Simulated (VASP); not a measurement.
Wanted: the native input for a VASP 6.6.1 run.

- Task: single point
- Functional: PBE
- Potentials or basis: VASP PAW PBE potentials, release 64 (Pt, Se)
- Cutoff: 520 eV
- k mesh: 4 × 4 × 6
- Occupations: gaussian, width 0.1 eV
- Spin: no spin polarisation
- Dipole correction: no
- Further INCAR settings: ALGO = Normal; EDIFF = 1e-06; NBANDS = 35

The structure of Pt2Se lies in POSCAR:

```
Pt2Se
1.0
    4.8062210766      0.0000000000      0.0000000000
    0.0000000000      5.8659557333      0.0000000000
    0.0000000000      0.0000000000      3.6619239198
Pt Se
4 2
Direct
    0.2004000000      0.3787000000      0.0000000000
    0.7996000000      0.6213000000      0.0000000000
    0.7004000000      0.1213000000      0.5000000000
    0.2996000000      0.8787000000      0.5000000000
    0.0000000000      0.0000000000      0.0000000000
    0.5000000000      0.5000000000      0.5000000000
```

The input as run:

INCAR

```
SYSTEM = Pt2Se
  PREC = Accurate
  ENCUT = 520
  EDIFF = 1E-6
  ISMEAR = 0
  SIGMA = 0.1
  LREAL = .FALSE.
  LASPH = .TRUE.
  NELM = 100
  ALGO = Normal
  ISIF = 2
  LWAVE = .FALSE.
  LCHARG = .TRUE.
  GGA = PE
  LELF = .TRUE.
  LVHAR = .TRUE.
  NBANDS = 35
```

KPOINTS

```
Automatic mesh
0
G
  4 4 6
  0 0 0
```

Potentials or basis: VASP PAW PBE potentials, release 64 (Pt, Se).

The run is started by

```bash
$ cat potpaw_PBE.64/Pt/POTCAR potpaw_PBE.64/Se/POTCAR > POTCAR
$ mpirun -np 1 vasp_std > vasp.out
```

It gave:

| Quantity | Value |
| --- | --- |
| Pressure | 27.5 GPa |
| Largest force | 2.547 eV/Å |
| Band gap on the k mesh | zero (band 26 reaches 10.05 eV, above the bottom of band 27 at 8.44 eV) |

Caveat: spin-orbit coupling is left out, which moves the levels of the heavy elements; forces of over 1 eV/Å act on the atoms, so gaps and moduli don't describe the material at rest.

It took 61 s on 1 thread of Intel(R) Xeon(R) Platinum 8488C (Sapphire Rapids) (shared host), peak memory 0.27 GiB.
